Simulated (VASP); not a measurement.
Set up this calculation in VASP 6.6.1, as the native input.

```yaml
Task: single point
Functional: PBE
Dispersion: D3(BJ)
Potentials_or_basis: VASP PAW PBE potentials, release 64 (Cd_sv_GW, S)
Cutoff: 630 eV
k_mesh: 6 × 6 × 6
Occupations: gaussian, width 0.02 eV
Spin: no spin polarisation
Dipole_correction: no
Further_INCAR_settings: ALGO = Normal; EDIFF = 1e-06; NBANDS = 20
```

The structure of CdS lies in POSCAR:

```
CdS
1.0
    4.0976668513      0.0000000000      0.0000000000
   -2.0488334257      3.5486835895      0.0000000000
    0.0000000000      0.0000000000      3.8283122367
Cd S
1 1
Direct
    0.0000000000      0.0000000000      0.5307944175
    0.6666666667      0.3333333333      0.3462055825
```

The input as run:

INCAR

```
PREC = Accurate ; ENCUT = 630
EDIFF = 1E-6 ; ISMEAR = 0
SIGMA = 0.02 ; LREAL = False
LASPH = True ; NELM = 120
ALGO = Normal ; ISIF = 2
LWAVE = False ; LCHARG = False
GGA = PE ; IVDW = 12
NBANDS = 20 ; GGA_COMPAT = False
```

KPOINTS

```
Automatic mesh
0
Gamma
  6 6 6
```

Potentials or basis: VASP PAW PBE potentials, release 64 (Cd_sv_GW, S).

Command:

```sh
$ cat potpaw_PBE.64/Cd_sv_GW/POTCAR potpaw_PBE.64/S/POTCAR > POTCAR
$ mpirun -np 1 vasp_std > vasp.out
```

It gave:

| Property | Result |
| --- | --- |
| Pressure | -0.1 GPa |
| Band gap on the k mesh | 0.92 eV (least direct gap 1.24 eV) |
| Dispersion energy per atom | -0.270 eV |

It took 29 s on 1 thread of Intel(R) Xeon(R) 6975P-C (Granite Rapids), with other jobs on the host, peak memory 0.22 GiB.
